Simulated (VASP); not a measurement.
# SiBiS (P4/mmm) in VASP: notebook

The runs below take SiBiS through single point, with PBE.

Program: VASP 6.6.1. These are calculated values, not measurements. Logs are shortened: lines on timing, memory, paths and dates and some standing lists are left out, and cuts for length are marked.

## Step 1: The cell of the first run

The structure is tetragonal, space group P4/mmm (No. 123). The conventional cell has a = 3.496 Å, b = 3.496 Å, c = 5.799 Å, α = 90.00°, β = 90.00°, γ = 90.00°. Within 3.3 Å of Si (site symmetry 4/mmm) lie 4 S at 2.47 Å. Within 3.9 Å of Bi (site symmetry 4/mmm) lie 2 S at 2.90 Å and 4 Bi at 3.50 Å and 8 Si at 3.81 Å. Within 3.3 Å of S (site symmetry 4/mmm) lie 4 Si at 2.47 Å and 2 Bi at 2.90 Å.

The cell was generated, and may not be a known phase.

## Step 2: Single point, PBE

Contents of INCAR:

```
SYSTEM = SiBiS
ALGO = Normal
EDIFF = 1E-7
ENCUT = 520
GGA = PE
ISIF = 2
ISMEAR = 0
LASPH = .TRUE.
LCHARG = .FALSE.
LREAL = .FALSE.
LWAVE = .FALSE.
NBANDS = 20
NELM = 100
PREC = Accurate
SIGMA = 0.1
```

Contents of KPOINTS:

```
k-points
0
G
  4 4 4
  0 0 0
```

Contents of POSCAR:

```
SiBiS
1.0
    3.4960098278      0.0000000000      0.0000000000
    0.0000000000      3.4960098278      0.0000000000
    0.0000000000      0.0000000000      5.7990707822
Si Bi S
1 1 1
Direct
    0.0000000000      0.0000000000      0.5000000000
    0.5000000000      0.5000000000      0.0000000000
    0.5000000000      0.5000000000      0.5000000000
```

Potentials or basis: VASP PAW PBE potentials, release 64 (Si, Bi_d, S).

Run with:

```sh
cat potpaw_PBE.64/Si/POTCAR potpaw_PBE.64/Bi_d/POTCAR potpaw_PBE.64/S/POTCAR > POTCAR
mpirun -np 1 vasp_std > vasp.out
```

OUTCAR:

```text
SYSTEM = SiBiS
   EDIFF = 1E-7
   ENCUT = 520
   GGA = PE
   ISIF = 2
   ISMEAR = 0
   LASPH = .TRUE.
   LREAL = .FALSE.
   NELM = 100
   PREC = Accurate

 ion  position               nearest neighbor table
   1  0.000  0.000  0.500-   3 2.47   3 2.47   3 2.47   3 2.47
   2  0.500  0.500  0.000-   3 2.90   3 2.90
   3  0.500  0.500  0.500-   1 2.47   1 2.47   1 2.47   1 2.47   2 2.90   2 2.90

  LATTYP: Found a simple tetragonal cell.
 ALAT       =     3.4960098278
 C/A-ratio  =     1.6587684440

  Lattice vectors:

 A1 = (   3.4960098278,   0.0000000000,   0.0000000000)
 A2 = (   0.0000000000,   3.4960098278,   0.0000000000)
 A3 = (   0.0000000000,   0.0000000000,   5.7990707822)

Analysis of symmetry for initial positions (statically):
=====================================================================
 Subroutine PRICEL returns:
 Original cell was already a primitive cell.

 Routine SETGRP: Setting up the symmetry group for a
 simple tetragonal supercell.

 Subroutine GETGRP returns: Found 16 space group operations
 (whereof 16 operations were pure point group operations)
 out of a pool of 16 trial point group operations.

The static configuration has the point symmetry D_4h.

Analysis of symmetry for dynamics (positions and initial velocities):
=====================================================================
 Subroutine PRICEL returns:
 Original cell was already a primitive cell.

 Routine SETGRP: Setting up the symmetry group for a
 simple tetragonal supercell.

 Subroutine GETGRP returns: Found 16 space group operations
 (whereof 16 operations were pure point group operations)
 out of a pool of 16 trial point group operations.

The dynamic configuration has the point symmetry D_4h.

 Subroutine INISYM returns: Found 16 space group operations
 (whereof 16 operations are pure point group operations),
 and found     1 'primitive' translations

----------------------------------------------------------------------------------------

                                     Primitive cell

  volume of cell :      70.8767

  direct lattice vectors                    reciprocal lattice vectors
     3.496009828  0.000000000  0.000000000     0.286040386  0.000000000  0.000000000
     0.000000000  3.496009828  0.000000000     0.000000000  0.286040386  0.000000000
     0.000000000  0.000000000  5.799070782     0.000000000  0.000000000  0.172441420

  length of vectors
     3.496009828  3.496009828  5.799070782     0.286040386  0.286040386  0.172441420

  position of ions in fractional coordinates (direct lattice)
     0.000000000  0.000000000  0.500000000
     0.500000000  0.500000000  0.000000000
     0.500000000  0.500000000  0.500000000

  ion indices of the primitive-cell ions
   primitive index   ion index
                 1           1
                 2           2
                 3           3

----------------------------------------------------------------------------------------

 KPOINTS: k-points

Automatic generation of k-mesh.
 Grid dimensions read from file:
 generate k-points for:    4    4    4

 Generating k-lattice:

  Cartesian coordinates                     Fractional coordinates (reciprocal lattice)
     0.071510096  0.000000000  0.000000000     0.250000000  0.000000000  0.000000000
     0.000000000  0.071510096  0.000000000     0.000000000  0.250000000  0.000000000
     0.000000000  0.000000000  0.043110355     0.000000000  0.000000000  0.250000000

  Length of vectors
     0.071510096  0.071510096  0.043110355

  Shift w.r.t. Gamma in fractional coordinates (k-lattice)
     0.000000000  0.000000000  0.000000000

 Subroutine IBZKPT returns following result:
 ===========================================

 Found     18 irreducible k-points:

 Following reciprocal coordinates:
            Coordinates               Weight
  0.000000  0.000000  0.000000      1.000000
  0.250000  0.000000  0.000000      4.000000
  0.500000  0.000000  0.000000      2.000000
  0.250000  0.250000  0.000000      4.000000
  0.500000  0.250000  0.000000      4.000000
  0.500000  0.500000  0.000000      1.000000
[... 10 lines left out ...]
  0.500000  0.250000  0.500000      4.000000
  0.500000  0.500000  0.500000      1.000000
   k-points           NKPTS =     18   k-points in BZ     NKDIM =     18   number of bands    NBANDS=     20
   number of dos      NEDOS =    301   number of ions     NIONS =      3
   total plane-waves  NPLWV =  37632
   dimension x,y,z NGX =    28 NGY =   28 NGZ =   48
   dimension x,y,z NGXF=    56 NGYF=   56 NGZF=   96
   ions per type =               1   1   1
   NGX,Y,Z   is equivalent  to a cutoff of  13.31, 13.31, 13.76 a.u.
   NGXF,Y,Z  is equivalent  to a cutoff of  26.63, 26.63, 27.52 a.u.
 SYSTEM =  SiBiS
   PREC   = accura    normal or accurate (medium, high low for compatibility)
   ISTART =      0    job   : 0-new  1-cont  2-samecut
   ICHARG =      2    charge: 1-file 2-atom 10-const
   ISPIN  =      1    spin polarized calculation?
   LNONCOLLINEAR =      F non collinear calculations
   LSORBIT =      F    spin-orbit coupling
   LASPH  =      T    aspherical Exc in radial PAW
   ENCUT  =  520.0 eV  38.22 Ry    6.18 a.u.   6.50  6.50 10.78*2*pi/ulx,y,z
   NELM   =    100;   NELMIN=  2; NELMDL= -5     # of ELM steps
   EDIFF  = 0.1E-06   stopping-criterion for ELM
   LREAL  =      F    real-space projection
   EDIFFG = 0.1E-05   stopping-criterion for IOM
   NSW    =      0    number of steps for IOM
   IBRION =     -1    ionic relax: 0-MD 1-quasi-New 2-CG
   NFREE  =      0    steps in history (QN), initial steepest desc. (CG)
   ISIF   =      2    stress and relaxation
   ISYM   =      2    0-nonsym 1-usesym 2-fastsym
   POTIM  = 0.5000    time-step for ionic-motion
   TEBEG  =    0.0;   TEEND  =   0.0 temperature during run
   PSTRESS=    0.0 pullay stress
   NELECT =      25.0000    total number of electrons
   NUPDOWN=      -1.0000    fix difference up-down
   EMIN   =  10.00;   EMAX   =-10.00  energy-range for DOS
   EFERMI =   0.00;   METHOD = LEGACY
   ISMEAR =     0;   SIGMA  =   0.10  broadening in eV -4-tet -1-fermi 0-gaus
   EFERMI_NEDOS =   21; number of points for ismear=-14 and -15
   IALGO  =     38    algorithm
   IMIX   =      4    mixing-type and parameters
     AMIX     =   0.40;   BMIX     =  1.00
     AMIX_MAG =   1.60;   BMIX_MAG =  1.00
  volume/ion in A,a.u.               =      23.63       159.43
  Fermi-wavevector in a.u.,A,eV,Ry     =   1.156699  2.185844 18.203942  1.337952
  Thomas-Fermi vector in A             =   2.293317
   LORBIT       =      0    0 simple, 1 ext, 2 COOP (PROOUT), +10 PAW based schemes
   GGA     = PE    functional components
   LHFCALC =     F    Hartree Fock is set to
   AEXX    =    0.0000 exact exchange contribution
   IVDW    =     0    specifies the selected vdW correction
   LEPSILON=     F    determine dielectric tensor
   LRPA    =     F    only Hartree local field effects (RPA)
 non-spin polarized calculation
 Gauss-broadening in eV      SIGMA  =   0.10
  energy-cutoff  :      520.00
  volume of cell :       70.88
 maximum number of plane-waves:      1938
 NGX is ok and might be reduce to    28
   NGX = 13   NGY = 13   NGZ = 21

 number of electron      25.0000003 magnetization

 Free energy of the ion-electron system (eV)
  ---------------------------------------------------
  ext. energy  EPLUGINS =         0.00000000
  ---------------------------------------------------
  free energy    TOTEN  =       -12.40441468 eV

  energy without entropy =      -12.39259435  energy(sigma->0) =      -12.39850451

 E-fermi :   6.9613     XC(G=0):  -9.9690

 val. band max:        6.9480323863   @ k =   0.5000   0.2500   0.5000
 cond. band min:       6.9904365795   @ k =   0.2500   0.2500   0.0000
 fundamental gap:      0.0424041932
 Fermi energy:         6.9613047210

 k-point     1 :       0.0000    0.0000    0.0000
  band No.  band energies     occupation
      1     -16.0106      2.00000
      2     -15.9285      2.00000
      3     -15.8954      2.00000
      4     -15.8954      2.00000
      5     -15.7712      2.00000
      6      -8.8024      2.00000
[... 12 lines left out ...]
     19      13.4958      0.00000
     20      14.0724      0.00000

 k-point     2 :       0.2500    0.0000    0.0000
  band No.  band energies     occupation
      1     -15.9977      2.00000
      2     -15.9178      2.00000
      3     -15.8936      2.00000
      4     -15.8699      2.00000
      5     -15.7907      2.00000
      6      -8.3283      2.00000
[... 12 lines left out ...]
     19      14.0850      0.00000
     20      14.7630      0.00000

 k-point     3 :       0.5000    0.0000    0.0000
  band No.  band energies     occupation
      1     -15.9908      2.00000
      2     -15.9401      2.00000
      3     -15.8918      2.00000
      4     -15.8100      2.00000
      5     -15.8050      2.00000
      6      -7.6624      2.00000
[... 12 lines left out ...]
     19      16.1424      0.00000
     20      16.4862      0.00000

 k-point     4 :       0.2500    0.2500    0.0000
  band No.  band energies     occupation
      1     -15.9725      2.00000
      2     -15.9161      2.00000
      3     -15.9152      2.00000
      4     -15.8227      2.00000
      5     -15.8123      2.00000
      6      -7.8918      2.00000
[... 12 lines left out ...]
     19      14.8031      0.00000
     20      15.4520      0.00000

 k-point     5 :       0.5000    0.2500    0.0000
  band No.  band energies     occupation
      1     -15.9582      2.00000
      2     -15.9376      2.00000
      3     -15.9135      2.00000
      4     -15.8338      2.00000
      5     -15.7643      2.00000
      6      -7.3038      2.00000
[... 12 lines left out ...]
     19      12.4011      0.00000
     20      13.2615      0.00000

 k-point     6 :       0.5000    0.5000    0.0000
  band No.  band energies     occupation
      1     -15.9364      2.00000
      2     -15.9351      2.00000
      3     -15.9351      2.00000
      4     -15.8575      2.00000
      5     -15.7123      2.00000
      6      -6.8555      2.00000
[... 12 lines left out ...]
     19      15.1970      0.00000
     20      15.1970      0.00000

 k-point     7 :       0.0000    0.0000    0.2500
  band No.  band energies     occupation
      1     -16.0073      2.00000
      2     -15.9285      2.00000
      3     -15.8955      2.00000
      4     -15.8955      2.00000
      5     -15.7713      2.00000
      6      -8.7448      2.00000
[... 12 lines left out ...]
     19      14.3870      0.00000
     20      14.8131      0.00000
[... 139 lines left out ...]
 k-point    14 :       0.2500    0.0000    0.5000
  band No.  band energies     occupation
      1     -15.9918      2.00000
      2     -15.9182      2.00000
      3     -15.8938      2.00000
      4     -15.8694      2.00000
      5     -15.7906      2.00000
      6      -8.2157      2.00000
[... 12 lines left out ...]
     19      13.7502      0.00000
     20      14.9446      0.00000

 k-point    15 :       0.5000    0.0000    0.5000
  band No.  band energies     occupation
      1     -15.9858      2.00000
      2     -15.9408      2.00000
      3     -15.8919      2.00000
      4     -15.8100      2.00000
      5     -15.8040      2.00000
      6      -7.5643      2.00000
[... 12 lines left out ...]
     19      14.4611      0.00000
     20      15.7445      0.00000

 k-point    16 :       0.2500    0.2500    0.5000
  band No.  band energies     occupation
      1     -15.9664      2.00000
      2     -15.9165      2.00000
      3     -15.9155      2.00000
      4     -15.8227      2.00000
      5     -15.8123      2.00000
      6      -7.7884      2.00000
[... 12 lines left out ...]
     19      14.1640      0.00000
     20      14.7750      0.00000

 k-point    17 :       0.5000    0.2500    0.5000
  band No.  band energies     occupation
      1     -15.9526      2.00000
      2     -15.9381      2.00000
      3     -15.9138      2.00000
      4     -15.8338      2.00000
      5     -15.7641      2.00000
      6      -7.2162      2.00000
[... 12 lines left out ...]
     19      13.8816      0.00000
     20      14.1181      0.00000

 k-point    18 :       0.5000    0.5000    0.5000
  band No.  band energies     occupation
      1     -15.9355      2.00000
      2     -15.9355      2.00000
      3     -15.9308      2.00000
      4     -15.8574      2.00000
      5     -15.7123      2.00000
      6      -6.7844      2.00000
[... 12 lines left out ...]
     19      14.0950      0.00000
     20      14.0950      0.00000

------------------------ aborting loop because EDIFF is reached ----------------------------------------

  FORCE on cell =-STRESS in cart. coord.  units (eV):
  Direction    XX          YY          ZZ          XY          YZ          ZX
  --------------------------------------------------------------------------------------
  -------------------------------------------------------------------------------------
  Total       -0.0152517     -0.0152517     -0.0522441      0.0000000      0.0000000      0.0000000
  in kB       -0.3447671     -0.3447671     -1.1809849      0.0000000      0.0000000      0.0000000
  external PRESSURE =      -0.6235064 kB  Pullay stress =       0.0000000 kB

 VOLUME and BASIS-vectors are now :
 -----------------------------------------------------------------------------
  energy-cutoff  :      520.00
  volume of cell :       70.88
      direct lattice vectors                 reciprocal lattice vectors
     3.496009828  0.000000000  0.000000000     0.286040386  0.000000000  0.000000000
     0.000000000  3.496009828  0.000000000     0.000000000  0.286040386  0.000000000
     0.000000000  0.000000000  5.799070782     0.000000000  0.000000000  0.172441420

 POSITION                                       TOTAL-FORCE (eV/Angst)
 -----------------------------------------------------------------------------------
      0.00000      0.00000      2.89954         0.000000      0.000000      0.000000
      1.74800      1.74800      0.00000         0.000000      0.000000      0.000000
      1.74800      1.74800      2.89954         0.000000      0.000000      0.000000
 -----------------------------------------------------------------------------------
    total drift:                                0.000000      0.000000     -0.000000

  FREE ENERGIE OF THE ION-ELECTRON SYSTEM (eV)
  ---------------------------------------------------
  free  energy   TOTEN  =       -12.4044146759 eV

  energy  without entropy=      -12.3925943509  energy(sigma->0) =      -12.39850451
```

Run time: 10 s. Hardware: 1 thread of Intel Xeon 6975P-C (Granite Rapids), shared host; peak memory 0.19 GiB.

Results:

```
Free energy            : -12.4044 eV
Pressure               : -0.1 GPa
Band gap on the k mesh : zero (an odd number of electrons rules out a gap without spin polarisation)
```

Caveat: the k points lie up to 0.45 Å⁻¹ apart, too coarse for converged energies and pressures of a metal; spin-orbit coupling is left out, which moves the levels of the heavy elements; an odd number of electrons without spin polarisation forces a metal; a magnetic or distorted state may lie lower.

(Continued in part 2 of 2.)

The gap in the log of VASP goes by the Fermi energy; the results here count the filled bands.